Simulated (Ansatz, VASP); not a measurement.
**Two plane-wave programs on Al2O3**

Contents of INCAR:

```
ALGO     = Normal         # electronic algorithm
EDIFF    = 1E-6           # SCF threshold, eV
ENCUT    = 520            # plane-wave cutoff, eV
GGA      = PE             # functional
ISIF     = 2              # what is computed and relaxed
ISMEAR   = 0              # smearing method
LASPH    = True           # aspherical terms in the spheres
LCHARG   = False          # write CHGCAR
LREAL    = False          # projectors in reciprocal space
LWAVE    = False          # write WAVECAR
NBANDS   = 35             # bands
NELM     = 80             # most SCF steps
PREC     = Accurate       # precision mode
SIGMA    = 0.05           # smearing width, eV
```

File KPOINTS:

```
k-points
0
Gamma
  6 6 6
```

The input POSCAR:

```
Al2O3
1.0
    2.2841367041      1.3187469409      4.3744828318
   -2.2841367041      1.3187469409      4.3744828318
    0.0000000000     -2.6374938821      4.3744828317
Al O
4 6
Direct
    0.8521479318      0.8521479318      0.8521479318
    0.6478520682      0.6478520682      0.6478520682
    0.1478520682      0.1478520682      0.1478520682
    0.3521479318      0.3521479318      0.3521479318
    0.0561765927      0.4438234073      0.7500000000
    0.7500000000      0.0561765927      0.4438234073
    0.4438234073      0.7500000000      0.0561765927
    0.9438234073      0.5561765927      0.2500000000
    0.2500000000      0.9438234073      0.5561765927
    0.5561765927      0.2500000000      0.9438234073
```

Input for Ansatz:

```yaml
crystal:
  lattice:
    - [2.2841367041, 1.3187469409, 4.3744828318]
    - [-2.2841367041, 1.3187469409, 4.3744828318]
    - [0.0, -2.6374938821, 4.3744828317]
  atoms:
    - { symbol: Al, position: [0.8521479318, 0.8521479318, 0.8521479318] }
    - { symbol: Al, position: [0.6478520682, 0.6478520682, 0.6478520682] }
    - { symbol: Al, position: [0.1478520682, 0.1478520682, 0.1478520682] }
    - { symbol: Al, position: [0.3521479318, 0.3521479318, 0.3521479318] }
    - { symbol: O, position: [0.0561765927, 0.4438234073, 0.75] }
    - { symbol: O, position: [0.75, 0.0561765927, 0.4438234073] }
    - { symbol: O, position: [0.4438234073, 0.75, 0.0561765927] }
    - { symbol: O, position: [0.9438234073, 0.5561765927, 0.25] }
    - { symbol: O, position: [0.25, 0.9438234073, 0.5561765927] }
    - { symbol: O, position: [0.5561765927, 0.25, 0.9438234073] }
basis:
  ecutwfc: 420
kpoints:
  mp_grid: { grid: [6, 6, 6] }
hamiltonian:
  xc: pbe
scf:
  occupations: { method: gaussian, width: 0.05 }
output:
  forces: true
  stress: true
  eigenvalues: true
```

Change from the starting cell: strain -0.050 along x and y, +0.000 along z, atoms carried along.

Alike in both runs: task single point; functional PBE; k mesh 6 × 6 × 6; occupations gaussian, width 0.05 eV; no spin polarisation.

|  | VASP | Ansatz |
| --- | --- | --- |
| version | VASP 6.6.1 | Ansatz 0.2.0 |
| potentials or method | VASP PAW PBE potentials, release 64 (Al, O), cutoff 520 eV | scalar-relativistic, plane waves, PAW |
| valence electrons in the cell | 48 | 48 |

```tsv
	VASP	Ansatz	Ansatz less VASP
gap on the k mesh at the Fermi level (eV)	7.03	7.03	-0.005
least direct gap on the mesh (eV)	7.03	7.03	-0.005
pressure (GPa)	30.1	30.1	+0.01
traceless stress, the component that is largest in VASP (GPa)	-17.50	-17.41	+0.088
rms of the force components (eV/Å)	0.200	0.199	-0.0010
```

Atom by atom the forces differ by 0.003 eV/Å (rms over components). Both programs put the cell under a high pressure, so it lies far from rest at this level.
